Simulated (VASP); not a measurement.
# CaS: single point with PBE

Crystal: CaS.

```
Ca S
1.0
     0.00000    2.85237    2.85237
     2.85237    0.00000    2.85237
     2.85237    2.85237    0.00000
Ca S
1 1
Direct
  0.00000 0.00000 0.00000
  0.50000 0.50000 0.50000
```

| Property | Result |
| --- | --- |
| Program | VASP 6.6.1 |
| Task | single point |
| Functional | PBE |
| Potentials or basis | VASP PAW PBE potentials, release 64 (Ca_sv, S) |
| Cutoff | 500 eV |
| k mesh | 4 × 4 × 4 |
| Occupations | tetrahedron |
| Spin | no spin polarisation |

```json
{
 "Pressure": "0.5 GPa",
 "Band gap on the k mesh": "2.36 eV (least direct gap 3.16 eV)"
}
```

Levels at points of the mesh, in eV from the valence-band top:
```
           k point  band 6  band 7  band 8  band 9  band 10  band 11
(0.00, 0.00, 0.00)    0.00    0.00    0.00    4.11     4.16     4.16
(0.50, 0.00, 0.00)   -3.08   -1.15   -1.15    5.20     6.04     6.17
(0.50, 0.50, 0.00)   -2.27   -0.80   -0.80    2.36     5.58     5.99
```

Wall time 15 s on 1 thread of Intel Xeon 8259CL, with other jobs on the host, peak memory 0.16 GiB.

Caveat: the k points lie up to 0.48 Å⁻¹ apart. A k mesh can miss the band edges.
